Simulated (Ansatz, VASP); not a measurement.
**Pb: VASP beside Ansatz**

```
CELL_PARAMETERS angstrom
0.00000 2.52356 2.52356
2.52356 0.00000 2.52356
2.52356 2.52356 0.00000
ATOMIC_POSITIONS crystal
Pb 0.00000 0.00000 0.00000
```

Alike in both runs: task single point; functional RPBE; k mesh 9 × 9 × 9; occupations fermi-dirac, width 0.05 eV; no spin polarisation.

|  | VASP | Ansatz |
| --- | --- | --- |
| version | VASP 6.6.1 | Ansatz 0.2.0 |
| potentials or method | VASP PAW PBE potentials, release 64 (Pb_d) | Ansatz PAW |
| plane-wave cutoff (eV) | 520 | 420 |
| valence electrons in the cell | 14 | 14 |

```csv
,VASP,Ansatz,Ansatz less VASP
gap on the k mesh at the Fermi level (eV),none,none,-
pressure (GPa),1.1,1.2,+0.04
```

VASP's potentials were made for PBE, not for RPBE. A gap of «none» marks a metal or a gap that the smearing closes.

Spin-orbit coupling is off throughout.
